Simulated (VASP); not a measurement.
A run of VASP 6.6.1 is set up as follows.

File INCAR:

```
SYSTEM = BaZrO3
  PREC = Accurate
  ENCUT = 600
  EDIFF = 1E-6
  ISMEAR = 0
  SIGMA = 0.02
  LREAL = .FALSE.
  LASPH = .TRUE.
  NELM = 120
  ALGO = Normal
  ISIF = 2
  LWAVE = .FALSE.
  LCHARG = .FALSE.
  GGA = CA
  NBANDS = 51
  GGA_COMPAT = .FALSE.
```

Contents of KPOINTS:

```
Automatic mesh
0
G
  6 6 6
  0 0 0
```

The input POSCAR:

```
BaZrO3
1.0
   -3.0153592720      3.0153592720      4.2611443221
    3.0153592720     -3.0153592720      4.2611443221
    3.0153592720      3.0153592720     -4.2611443221
Ba Zr O
2 2 6
Direct
    0.7500000000      0.2500000000      0.5000000000
    0.2500000000      0.7500000000      0.5000000000
    0.0000000000      0.0000000000      0.0000000000
    0.5000000000      0.5000000000      0.0000000000
    0.7500000000      0.7500000000      0.0000000000
    0.2500000000      0.2500000000      0.0000000000
    0.2493026122      0.7493026122      0.9986052243
    0.7506973878      0.2506973878      0.0013947757
    0.7493026122      0.7506973878      0.5000000000
    0.2506973878      0.2493026122      0.5000000000
```

Potentials or basis: VASP PAW LDA potentials, release 64 (Ba_sv, Zr_sv, O).

The run is started by

```console
$ cat potpaw_LDA.64/Ba_sv/POTCAR potpaw_LDA.64/Zr_sv/POTCAR potpaw_LDA.64/O/POTCAR > POTCAR
$ mpirun -np 1 vasp_std > vasp.out
```

**Question.** What does it give for the pressure?

**Answer.** -11.1 GPa.

**Question.** What does it give for the band gap on the k mesh?

**Answer.** 2.96 eV.

Stress tensor (GPa, compression positive):
```
-11.19   0.00   0.00
  0.00 -11.19   0.00
  0.00   0.00 -11.05
```

Caveat: the cell stands under tension; spin-orbit coupling is left out, which moves the levels of the heavy elements. A k mesh can miss the band edges.
